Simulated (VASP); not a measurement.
Set up this calculation in VASP 6.6.1, as the native input.

| Quantity | Value |
| --- | --- |
| Task | single point |
| Functional | PBE |
| Potentials or basis | VASP PAW PBE potentials, release 64 (Cd, Se) |
| Cutoff | 520 eV |
| k mesh | 10 × 10 × 4 |
| Occupations | gaussian, width 0.1 eV |
| Spin | no spin polarisation |
| Dipole correction | no |
| Further INCAR settings | ALGO = Normal; EDIFF = 1e-06; NBANDS = 36 |

The structure of CdSe lies in POSCAR:

```
CdSe
1.0
    4.0787373024      0.0000000000      0.0000000000
    0.0000000000      4.3580859701      0.0000000000
    0.0000000000      0.0000000000     10.3385908009
Cd Se
3 3
Direct
    0.5000000000      0.5000000000      0.1706838181
    0.5000000000      0.5000000000      0.8293161819
    0.0000000000      0.0000000000      0.5000000000
    0.5000000000      0.0000000000      0.3222237913
    0.0000000000      0.5000000000      0.0000000000
    0.5000000000      0.0000000000      0.6777762087
```

These files were run (other wordings do the same):

INCAR

```
SYSTEM = CdSe
ALGO = Normal
EDIFF = 1E-6
ENCUT = 520
GGA = PE
ISIF = 2
ISMEAR = 0
LASPH = .True.
LCHARG = .False.
LREAL = .False.
LWAVE = .False.
NBANDS = 36
NELM = 100
PREC = Accurate
SIGMA = 0.1
```

KPOINTS

```
k-points
0
Gamma
  10 10 4
  0 0 0
```

Potentials or basis: VASP PAW PBE potentials, release 64 (Cd, Se).

Launch:

```console
$ cat potpaw_PBE.64/Cd/POTCAR potpaw_PBE.64/Se/POTCAR > POTCAR
$ mpirun -np 1 vasp_std > vasp.out
```

Results of the run:

| Item | Value |
| --- | --- |
| Pressure | 0.3 GPa |
| Largest force | 0.003 eV/Å |
| Band gap on the k mesh | zero (band 27 reaches 0.92 eV, above the bottom of band 28 at 0.65 eV) |

Run time: 7.1 min on 1 thread of Intel(R) Xeon(R) 6975P-C (Granite Rapids) (shared host), peak memory 0.66 GiB.
